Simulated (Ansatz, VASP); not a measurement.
# Two plane-wave programs on ZnSe

INCAR

```
ALGO = Normal
EDIFF = 1E-7
ENCUT = 520
ISIF = 2
ISMEAR = 0
LASPH = True
LCHARG = False
LREAL = False
LWAVE = False
NBANDS = 26
NELM = 100
PREC = Accurate
SIGMA = 0.05
```

Contents of KPOINTS:

```
k-points
0
Gamma
  8 8 6
```

POSCAR

```
ZnSe
1.0
    3.8630000000      0.0000000000      0.0000000000
    0.0000000000      3.8630000000      0.0000000000
    0.0000000000      0.0000000000      5.5715000000
Zn Se
2 2
Direct
    0.0000000000      0.0000000000      0.0000000000
    0.5000000000      0.5000000000      0.0000000000
    0.0000000000      0.5000000000      0.2797006019
    0.5000000000      0.0000000000      0.7202993981
```

Input for Ansatz:

```yaml
crystal:
  lattice:
    - [3.863, 0.0, 0.0]
    - [0.0, 3.863, 0.0]
    - [0.0, 0.0, 5.5715]
  atoms:
    - { symbol: Zn, position: [0.0, 0.0, 0.0] }
    - { symbol: Zn, position: [0.5, 0.5, 0.0] }
    - { symbol: Se, position: [0.0, 0.5, 0.2797006019] }
    - { symbol: Se, position: [0.5, 0.0, 0.7202993981] }
basis:
  ecutwfc: 520.0
kpoints:
  mp_grid: { grid: [8, 8, 6] }
hamiltonian:
  xc: lda
  pseudopotentials: { kind: paw, azcp: { folder: soft_1 } }
scf:
  occupations: { method: gaussian, width: 0.05 }
output:
  forces: true
  stress: true
  eigenvalues: true
```

Alike in both runs: task single point; functional LDA; k mesh 8 × 8 × 6; occupations gaussian, width 0.05 eV; no spin polarisation.

|  | VASP | Ansatz |
| --- | --- | --- |
| version | VASP 6.6.1 | Ansatz 0.2.0 |
| potentials or method | VASP PAW LDA potentials, release 64 (Zn, Se), cutoff 520 eV | scalar-relativistic, plane waves, PAW |
| valence electrons in the cell | 36 | 56 |

|  | VASP | Ansatz | Ansatz less VASP |
| --- | --- | --- | --- |
| gap on the k mesh at the Fermi level (eV) | 1.47 | 1.44 | -0.029 |
| least direct gap on the mesh (eV) | 1.47 | 1.44 | -0.029 |
| pressure (GPa) | 0.8 | 0.4 | -0.44 |
| traceless stress, the component that is largest in VASP (GPa) | -2.66 | -2.65 | +0.004 |
| rms of the force components (eV/Å) | 0.117 | 0.145 | +0.0278 |

Ansatz warns that its potentials were made for another functional, while VASP's fit it. LDA's correlation is that of Perdew and Zunger in VASP and of Perdew and Wang (1992) in Ansatz. Atom by atom the forces differ by 0.028 eV/Å (rms over components). VASP's potentials hold 36 valence electrons a cell and Ansatz's 56, so a difference there can come from the potentials and not from the codes.
